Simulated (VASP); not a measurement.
In2Te2S:

```xyz
5
Lattice="4.4675 0.0000 0.0000 -2.2338 3.8690 0.0000 0.0000 0.0000 7.8590" Properties=species:S:1:pos:R:3 pbc="T T T"
In    2.2338    1.2897    5.5919
In    0.0000    2.5793    2.2671
Te    2.2338    1.2897    2.9423
Te    0.0000    2.5793    4.9167
S     0.0000    0.0000    0.0000
```

The cell was built from a structure type or drawn by symmetry, and may not be a known phase.

```yaml
Program: VASP 6.6.1
Task: relaxation of cell and atoms
Functional: PBE
Potentials_or_basis: VASP PAW PBE potentials, release 64 (In_d, Te, S)
Cutoff: 600 eV
k_mesh: 6 × 6 × 2
Occupations: gaussian, width 0.1 eV
Spin: no spin polarisation
```

At the start: pressure 17.4 GPa; volume 27.17 Å³/atom.

Question: Where does the relaxation end?

Answer: Over 35 steps the energy falls by 994.5 meV/atom and the volume is 31.01 Å³/atom (+14.1 %); space group P-3m1 (No. 164, to 0.1 Å) before and after.

The path:
```csv
step,energy change (eV),largest force (eV/Å),pressure (GPa),volume (Å³)
1,0.0000,4.9724,17.39,135.84
2,-2.1234,0.5821,-4.40,202.43
3,-2.4953,1.3059,-1.51,175.62
4,-2.7270,1.4257,-1.24,169.84
5,-3.3853,1.6308,0.56,153.25
6,-3.5704,1.0501,11.63,123.37
7,-3.7606,1.5815,4.86,137.00
8,-3.7784,1.4862,6.33,133.33
9,-3.8626,1.3484,6.20,133.01
10,-4.0669,0.8841,5.94,132.05
11,-4.2200,0.4466,5.71,130.10
12,-4.3659,0.3171,3.89,133.48
13,-4.5885,0.3635,-0.39,143.92
14,-4.6006,0.4028,-1.33,147.00
15,-4.6678,0.3802,-1.23,146.69
16,-4.8191,0.2306,-0.80,145.55
17,-4.8728,0.3708,0.70,142.35
18,-4.8924,0.1360,0.08,143.64
19,-4.8926,0.1575,0.12,143.52
20,-4.8962,0.1438,0.03,143.85
21,-4.9052,0.1894,-0.23,144.84
22,-4.9150,0.2747,-0.71,146.82
23,-4.9164,0.3106,-0.91,147.73
24,-4.9181,0.3059,-0.88,147.69
25,-4.9229,0.2917,-0.76,147.56
26,-4.9313,0.2606,-0.52,147.31
27,-4.9417,0.1920,-0.01,146.78
28,-4.9308,0.1229,1.20,145.64
29,-4.9432,0.1522,0.30,146.50
30,-4.9454,0.1472,0.29,146.83
31,-4.9516,0.1318,0.26,147.84
32,-4.9617,0.0909,0.25,149.87
33,-4.9716,0.0610,0.28,153.97
34,-4.9706,0.0826,-0.44,156.58
35,-4.9725,0.0242,-0.04,155.05
```

Final structure:
```xyz
5
Lattice="4.1293 0.0000 0.0000 -2.0647 3.5761 0.0000 0.0000 0.0000 10.4995" Properties=species:S:1:pos:R:3 pbc="T T T"
In    2.0647    1.1920    8.7767
In    0.0000    2.3841    1.7228
Te    2.0647    1.1920    3.3225
Te    0.0000    2.3841    7.1770
S     0.0000    0.0000    0.0000
```

Caveat: the k points lie up to 0.30 Å⁻¹ apart in the final cell, too coarse for converged energies and pressures of a metal; a cell axis changed by over 15 % at a fixed basis, so the end point is rough; this functional lacks dispersion, which binds the layers, so the pressure and a relaxed spacing across them are unreliable.
